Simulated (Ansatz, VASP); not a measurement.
Co: VASP beside Ansatz

Contents of INCAR:

```
SYSTEM = Co
ALGO     = Normal         ! electronic algorithm
EDIFF    = 1E-6           ! SCF threshold, eV
ENCUT    = 520            ! plane-wave cutoff, eV
GGA      = CA             ! functional
ISIF     = 2              ! what is computed and relaxed
ISMEAR   = 1              ! smearing method
ISPIN    = 2              ! spin polarisation
LASPH    = .True.         ! aspherical terms in the spheres
LCHARG   = .False.        ! write CHGCAR
LMAXMIX  = 4              ! l up to which the mixer works
LORBIT   = 11             ! projections on sites
LREAL    = .False.        ! projectors in reciprocal space
LWAVE    = .False.        ! write WAVECAR
MAGMOM   = 1.558 1.558    ! initial moments
NBANDS   = 20             ! bands
NELM     = 150            ! most SCF steps
PREC     = Accurate       ! precision mode
SIGMA    = 0.03           ! smearing width, eV
```

KPOINTS

```
k-points
0
Gamma
  15 15 8
  0 0 0
```

POSCAR

```
Co
1.0
    2.4273810165      0.0000000000      0.0000000000
   -1.2136905082      2.1021736250      0.0000000000
    0.0000000000      0.0000000000      3.9230481332
Co
2
Direct
    0.3333333333      0.6666666667      0.2500000000
    0.6666666667      0.3333333333      0.7500000000
```

Input for Ansatz:

```yaml
crystal:
  lattice:
    - [2.4273810165, 0.0, 0.0]
    - [-1.2136905082, 2.102173625, 0.0]
    - [0.0, 0.0, 3.9230481332]
  atoms:
    - { symbol: Co, position: [0.3333333333, 0.6666666667, 0.25], spin: 1.558 }
    - { symbol: Co, position: [0.6666666667, 0.3333333333, 0.75], spin: 1.558 }
hamiltonian:
  xc: lda
  pseudopotentials:
    kind: paw
    azcp:
      Co: "pseudopotentials/Co.paw.azcp"
basis:
  ecutwfc: 420
  fft_grid_basis: typed
kpoints:
  mp_grid: { grid: [15, 15, 8], shift: [0, 0, 0] }
magnetization:
  spin_polarized: true
scf:
  occupations: { method: cold, width: 0.03 }
  lower_state_search: "off"
output:
  stress: true
  write_density: true
  write_potential: true
  elf: true
  volumetric_format: npy
```

Alike in both runs: task single point; functional LDA; k mesh 15 × 15 × 8; collinear spin.

|  | VASP | Ansatz |
| --- | --- | --- |
| version | VASP 6.6.1 | Ansatz 0.2.0 |
| potentials or method | VASP PAW LDA potentials, release 64 (Co), cutoff 520 eV | plane waves (420 eV) with PAW, scalar-relativistic |
| occupations | methfessel-paxton of order 1, width 0.03 eV | cold, width 0.03 eV |
| valence electrons in the cell | 18 | 34 |

|  | VASP | Ansatz | Ansatz less VASP |
| --- | --- | --- | --- |
| pressure (GPa) | -0.9 | 0.4 | +1.30 |
| traceless stress, the component that is largest in VASP (GPa) | -0.82 | -0.69 | +0.127 |
| net moment per atom (μB) | 1.51 | 1.54 | +0.031 |
| size of the moment on the site where the two differ most (μB) | 1.50 | 1.58 | +0.082 |

Ansatz warns that its potentials were made for another functional, while VASP's fit it. LDA's correlation is that of Perdew and Zunger in VASP and of Perdew and Wang (1992) in Ansatz. Site moments also hang on the region over which each program counts them. VASP's potentials hold 18 valence electrons a cell and Ansatz's 34, so a difference there can come from the potentials and not from the codes. Ansatz's warnings: stability check not made.
